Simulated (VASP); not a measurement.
# Ga2BSb3 (P4/mmm) in VASP: a series of runs

Ga2BSb3 is run at these levels: PBE; tasks: relaxation of cell and atoms, single point.

All numbers are computed with VASP 6.6.1; they aren't measurements. Logs are shortened: lines on timing, memory, paths and dates and some standing lists are left out, and cuts for length are marked.

### 1 The cell of the first run

The structure is tetragonal, space group P4/mmm (No. 123). The conventional cell has a = 4.113 Å, b = 4.113 Å, c = 8.433 Å, α = 90.00°, β = 90.00°, γ = 90.00°. Within 3.9 Å of Ga (site symmetry 4mm) lie 8 Sb at 2.99 to 3.34 Å and 1 Ga at 3.29 Å and 4 B at 3.88 Å. Within 2.5 Å of B (site symmetry 4/mmm) lie 2 Sb at 1.89 Å. Sb (site symmetry 4/mmm) has 2 Sb at 2.32 Å within 3.1 Å. Within 2.5 Å of Sb (site symmetry 4mm) lie 1 B at 1.89 Å and 1 Sb at 2.32 Å.

The cell was generated, and may not be a known phase.

### 2 Relaxation of cell and atoms, PBE

INCAR

```
ALGO = Normal
EDIFF = 1E-6
EDIFFG = -0.04
ENCUT = 600
GGA = PE
IBRION = 2
ISIF = 3
ISMEAR = 0
LASPH = True
LCHARG = False
LREAL = False
LWAVE = False
NELM = 80
NSW = 90
PREC = Accurate
SIGMA = 0.1
```

KPOINTS

```
k-points
0
Gamma
  4 4 2
```

POSCAR

```
Ga2BSb3
1.0
    4.1125460900      0.0000000000      0.0000000000
    0.0000000000      4.1125460900      0.0000000000
    0.0000000000      0.0000000000      8.4326575200
Ga B Sb
2 1 3
Direct
    0.5000000000      0.5000000000      0.8050799500
    0.5000000000      0.5000000000      0.1949200500
    0.0000000000      0.0000000000      0.5000000000
    0.0000000000      0.0000000000      0.0000000000
    0.0000000000      0.0000000000      0.2753997500
    0.0000000000      0.0000000000      0.7246002500
```

Potentials or basis: VASP PAW PBE potentials, release 64 (Ga_d, B, Sb).

On the command line:

```sh
> cat potpaw_PBE.64/Ga_d/POTCAR potpaw_PBE.64/B/POTCAR potpaw_PBE.64/Sb/POTCAR > POTCAR
> mpirun -np 1 vasp_std > vasp.out
```

OUTCAR:

```text
EDIFF = 1E-6
   EDIFFG = -0.04
   ENCUT = 600
   GGA = PE
   IBRION = 2
   ISIF = 3
   ISMEAR = 0
   LASPH = True
   LREAL = False
   NELM = 80
   NSW = 90
   PREC = Accurate

 ion  position               nearest neighbor table
   1  0.500  0.500  0.805-   6 2.99   6 2.99   6 2.99   6 2.99   4 3.34   4 3.34   4 3.34   4 3.34

   2  0.500  0.500  0.195-   5 2.99   5 2.99   5 2.99   5 2.99   4 3.34   4 3.34   4 3.34   4 3.34

   3  0.000  0.000  0.500-   5 1.89   6 1.89
   4  0.000  0.000  0.000-   5 2.32   6 2.32   1 3.34   2 3.34   1 3.34   2 3.34   1 3.34   2 3.34
                             1 3.34   2 3.34
   5  0.000  0.000  0.275-   3 1.89   4 2.32   2 2.99   2 2.99   2 2.99   2 2.99
   6  0.000  0.000  0.725-   3 1.89   4 2.32   1 2.99   1 2.99   1 2.99   1 2.99

  LATTYP: Found a simple tetragonal cell.
 ALAT       =     4.1125460900
 C/A-ratio  =     2.0504712496

  Lattice vectors:

 A1 = (   4.1125460900,   0.0000000000,   0.0000000000)
 A2 = (   0.0000000000,   4.1125460900,   0.0000000000)
 A3 = (   0.0000000000,   0.0000000000,   8.4326575200)

Analysis of symmetry for initial positions (statically):
=====================================================================
 Subroutine PRICEL returns:
 Original cell was already a primitive cell.

 Routine SETGRP: Setting up the symmetry group for a
 simple tetragonal supercell.

 Subroutine GETGRP returns: Found 16 space group operations
 (whereof 16 operations were pure point group operations)
 out of a pool of 16 trial point group operations.

The static configuration has the point symmetry D_4h.

Analysis of symmetry for dynamics (positions and initial velocities):
=====================================================================
 Subroutine PRICEL returns:
 Original cell was already a primitive cell.

 Routine SETGRP: Setting up the symmetry group for a
 simple tetragonal supercell.

 Subroutine GETGRP returns: Found 16 space group operations
 (whereof 16 operations were pure point group operations)
 out of a pool of 16 trial point group operations.

The dynamic configuration has the point symmetry D_4h.

 Subroutine INISYM returns: Found 16 space group operations
 (whereof 16 operations are pure point group operations),
 and found     1 'primitive' translations

----------------------------------------------------------------------------------------

                                     Primitive cell

  volume of cell :     142.6218

  direct lattice vectors                    reciprocal lattice vectors
     4.112546090  0.000000000  0.000000000     0.243158369  0.000000000  0.000000000
[... 99 lines left out ...]
   IMIX   =      4    mixing-type and parameters
     AMIX     =   0.40;   BMIX     =  1.00
     AMIX_MAG =   1.60;   BMIX_MAG =  1.00
  volume/ion in A,a.u.               =      23.77       160.41
  Fermi-wavevector in a.u.,A,eV,Ry     =   1.106192  2.090399 16.648905  1.223660
  Thomas-Fermi vector in A             =   2.242689
   LORBIT       =      0    0 simple, 1 ext, 2 COOP (PROOUT), +10 PAW based schemes
   GGA     = PE    functional components
   LHFCALC =     F    Hartree Fock is set to
   AEXX    =    0.0000 exact exchange contribution
   IVDW    =     0    specifies the selected vdW correction
   LEPSILON=     F    determine dielectric tensor
   LRPA    =     F    only Hartree local field effects (RPA)
 conjugate gradient relaxation of ions
 non-spin polarized calculation
 Gauss-broadening in eV      SIGMA  =   0.10
  energy-cutoff  :      600.00
  volume of cell :      142.62
 maximum number of plane-waves:      4792
 NGX is ok and might be reduce to    36
   NGX = 17   NGY = 17   NGZ = 33

--------------------------------------- Ionic step        1  -------------------------------------------

 number of electron      44.0000007 magnetization

 Free energy of the ion-electron system (eV)
  ---------------------------------------------------
  ext. energy  EPLUGINS =         0.00000000
  ---------------------------------------------------
  free energy    TOTEN  =       -15.35375964 eV

  energy without entropy =      -15.33436059  energy(sigma->0) =      -15.34406012

------------------------ aborting loop because EDIFF is reached ----------------------------------------

  FORCE on cell =-STRESS in cart. coord.  units (eV):
  Direction    XX          YY          ZZ          XY          YZ          ZX
  --------------------------------------------------------------------------------------
  -------------------------------------------------------------------------------------
  Total        3.9979617      3.9979617     57.2931466      0.0000000      0.0000000      0.0000000
  in kB       44.9120824     44.9120824    643.6166024      0.0000000      0.0000000      0.0000000
  external PRESSURE =     244.4802557 kB  Pullay stress =       0.0000000 kB
[... 101 lines left out ...]
  FREE ENERGIE OF THE ION-ELECTRON SYSTEM (eV)
  ---------------------------------------------------
  free  energy   TOTEN  =       -20.3222382847 eV

  energy  without entropy=      -20.3043546476  energy(sigma->0) =      -20.31329647

 E-fermi :   4.5277     XC(G=0):  -9.1086

 val. band max:        4.4982203702   @ k =   0.2500   0.2500   0.0000
 cond. band min:       4.5428855442   @ k =   0.2500   0.0000   0.0000
 fundamental gap:      0.0446651740
 Fermi energy:         4.5276928005

 k-point     1 :       0.0000    0.0000    0.0000
  band No.  band energies     occupation
      1     -10.3407      2.00000
      2     -10.3332      2.00000
      3     -10.3201      2.00000
      4     -10.3201      2.00000
      5     -10.3198      2.00000
      6     -10.3193      2.00000
[... 337 lines left out ...]
     25       4.5994      0.31033
     26       4.8620      0.00000

[... ionic steps 4 to 31 ...]

--------------------------------------- Ionic step       32  -------------------------------------------

 number of electron      44.0000015 magnetization

------------------------ aborting loop because EDIFF is reached ----------------------------------------
[... 75 lines left out ...]
--------------------------------------- Ionic step       34  -------------------------------------------

 number of electron      44.0000004 magnetization

 Free energy of the ion-electron system (eV)
  ---------------------------------------------------
  ext. energy  EPLUGINS =         0.00000000
  ---------------------------------------------------
  free energy    TOTEN  =       -21.63199457 eV

  energy without entropy =      -21.62246674  energy(sigma->0) =      -21.62723066

 E-fermi :   5.7054     XC(G=0):  -9.7154

 val. band max:        5.6910171266   @ k =   0.5000   0.2500   0.0000
 cond. band min:       5.8267651876   @ k =   0.5000   0.5000   0.0000
 fundamental gap:      0.1357480610
 Fermi energy:         5.7053559700

 k-point     1 :       0.0000    0.0000    0.0000
  band No.  band energies     occupation
      1      -9.2834      2.00000
      2      -9.2829      2.00000
      3      -9.2512      2.00000
      4      -9.2402      2.00000
      5      -9.2196      2.00000
      6      -9.2196      2.00000
[... 370 lines left out ...]
  FREE ENERGIE OF THE ION-ELECTRON SYSTEM (eV)
  ---------------------------------------------------
  free  energy   TOTEN  =       -21.6319945684 eV

  energy  without entropy=      -21.6224667425  energy(sigma->0) =      -21.62723066

 reached required accuracy - stopping structural energy minimisation
```

CONTCAR:

```text
Ga2BSb3
   1.00000000000000
     3.4148639815206434   -0.0000000000000000   -0.0000000000000000
    -0.0000000000000000    3.4148639815206434   -0.0000000000000000
    -0.0000000000000000    0.0000000000000000   12.7487619046485747
  Ga              B               Sb
     2     1     3
Direct
     0.5000000000000000    0.5000000000000000    0.8412487679844386
     0.5000000000000000    0.5000000000000000    0.1587512320155615
     0.0000000000000000    1.0000000000000000    0.5000000000000000
     0.0000000000000000    1.0000000000000000    1.0000000000000000
     0.0000000000000000    0.0000000000000000    0.3309043390520682
     0.0000000000000000    0.0000000000000000    0.6690956609479322

  0.00000000E+00  0.00000000E+00  0.00000000E+00
  0.00000000E+00  0.00000000E+00  0.00000000E+00
  0.00000000E+00  0.00000000E+00  0.00000000E+00
  0.00000000E+00  0.00000000E+00  0.00000000E+00
  0.00000000E+00  0.00000000E+00  0.00000000E+00
  0.00000000E+00  0.00000000E+00  0.00000000E+00
```

Wall time 13 min (1 thread of AMD EPYC 9R45 (Zen 5), shared host); peak memory 0.31 GiB.

Results:

| Item | Value |
| --- | --- |
| Free energy | -21.6320 eV |
| Relaxed volume | 24.78 Å³/atom |
| Relaxed cell | a = 3.415 Å, b = 3.415 Å, c = 12.749 Å, α = 90.00°, β = 90.00°, γ = 90.00° |
| Space group after relaxing (to 0.1 Å) | P4/mmm (No. 123) |
| Energy gained by relaxing | 1046.4 meV/atom |
| Ionic steps | 34 |
| Pressure after relaxing | 0.0 GPa |
| Largest force after relaxing | 0.026 eV/Å |

Forces on the atoms (eV/Å):
```
Ga   0.000  0.000  0.007
Ga   0.000  0.000 -0.007
B    0.000  0.000  0.000
Sb   0.000  0.000  0.000
Sb   0.000  0.000  0.026
Sb   0.000  0.000 -0.026
```

Step by step:
```tsv
step	energy change (eV)	largest force (eV/Å)	pressure (GPa)	volume (Å³)
1	0.0000	4.1986	24.45	142.62
2	-3.4945	1.3190	-6.84	221.93
3	-4.9685	0.3127	-1.74	180.75
4	-4.9692	0.3041	-1.53	179.96
5	-5.0697	0.2699	-0.87	173.57
6	-5.1580	0.1895	0.19	165.26
7	-5.2286	0.7016	3.50	149.16
8	-5.2577	0.7414	3.60	148.14
9	-5.2919	0.7970	3.77	145.76
10	-5.3288	0.7745	3.26	146.95
11	-5.4150	0.7027	1.82	150.56
12	-5.4887	0.7290	-0.56	157.96
13	-5.4896	0.7380	-0.79	158.76
14	-5.5152	0.6111	-0.73	158.78
15	-5.5664	0.4472	-0.45	158.83
16	-5.5390	0.8483	0.53	158.94
17	-5.5773	0.4094	-0.19	158.87
18	-5.6056	0.4086	-0.23	158.69
19	-5.6958	0.4197	-0.43	158.13
20	-5.8447	0.4928	-0.30	156.89
21	-6.0261	1.4394	0.58	153.90
22	-6.0754	1.1749	0.27	153.91
23	-6.1850	0.3524	-0.30	153.75
24	-5.9993	0.8830	-0.91	152.62
25	-6.1892	0.4150	-0.67	153.63
26	-6.1991	0.4039	-0.58	153.05
27	-6.2246	0.3586	-0.32	151.29
28	-6.2539	0.2557	0.37	147.82
29	-6.2573	0.2049	0.74	146.16
30	-6.2684	0.1932	0.30	147.27
31	-6.2728	0.2509	-0.16	148.39
32	-6.2776	0.0439	0.05	148.41
33	-6.2777	0.0216	0.07	148.41
34	-6.2782	0.0261	-0.04	148.67
```

Final structure:
```cif
data_structure
_symmetry_space_group_name_H-M 'P 1'
_symmetry_Int_Tables_number 1
_cell_length_a 3.4149
_cell_length_b 3.4149
_cell_length_c 12.7488
_cell_angle_alpha 90.000
_cell_angle_beta 90.000
_cell_angle_gamma 90.000
_cell_volume 148.67
loop_
_atom_site_label
_atom_site_type_symbol
_atom_site_fract_x
_atom_site_fract_y
_atom_site_fract_z
_atom_site_occupancy
Ga1 Ga 0.50000 0.50000 0.84125 1
Ga2 Ga 0.50000 0.50000 0.15875 1
B1 B 0.00000 0.00000 0.50000 1
Sb1 Sb 0.00000 0.00000 0.00000 1
Sb2 Sb 0.00000 0.00000 0.33090 1
Sb3 Sb 0.00000 0.00000 0.66910 1
```

Caveat: the k points lie up to 0.46 Å⁻¹ apart in the final cell; the highest band is partly filled, so the run has too few bands; a cell axis changed by over 15 % at a fixed basis, so the end point is rough; spin-orbit coupling is left out, which moves the levels of the heavy elements.

[end of part 1 of 2]
